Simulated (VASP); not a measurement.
Here is a VASP 6.6.1 calculation.

The input INCAR:

```
PREC     = Accurate       # precision mode
ENCUT    = 520            # plane-wave cutoff, eV
EDIFF    = 1E-6           # SCF threshold, eV
ISMEAR   = -1             # smearing method
SIGMA    = 0.05           # smearing width, eV
LREAL    = F              # projectors in reciprocal space
LASPH    = T              # aspherical terms in the spheres
NELM     = 100            # most SCF steps
ALGO     = Normal         # electronic algorithm
ISIF     = 2              # what is computed and relaxed
LWAVE    = F              # write WAVECAR
LCHARG   = F              # write CHGCAR
GGA      = PE             # functional
NBANDS   = 50             # bands
```

The input KPOINTS:

```
Automatic mesh
0
Gamma
  10 10 4
```

File POSCAR:

```
SnO
1.0
    2.5000000000     -2.8600000000      0.0000000000
    2.5000000000      2.8600000000      0.0000000000
    0.0000000000      0.0000000000     11.1200000000
Sn O
4 4
Direct
    0.0000000000      0.0000000000      0.0000000000
    0.0000000000      0.0000000000      0.5000000000
    0.5590000000      0.4410000000      0.2540000000
    0.4410000000      0.5590000000      0.7540000000
    0.9300000000      0.4300000000      0.3800000000
    0.0700000000      0.5700000000      0.8800000000
    0.5700000000      0.0700000000      0.3800000000
    0.4300000000      0.9300000000      0.8800000000
```

Potentials or basis: VASP PAW PBE potentials, release 64 (Sn_d, O).

Run with:

```sh
$ cat potpaw_PBE.64/Sn_d/POTCAR potpaw_PBE.64/O/POTCAR > POTCAR
$ mpirun -np 1 vasp_std > vasp.out
```

(1) Estimate the largest force.

(2) Estimate the band gap on the k mesh.

(3) Estimate the pressure.

Results:

(1) 8.880 eV/Å.

(2) zero (bands 40 and 41 overlap by 0.35 eV).

(3) 10.2 GPa.

Caveat: the cell stands under pressure; semilocal functionals underestimate gaps, so a narrow gap can read as zero; spin-orbit coupling is left out, which moves the levels of the heavy elements; forces of over 1 eV/Å act on the atoms, so gaps and moduli don't describe the material at rest.
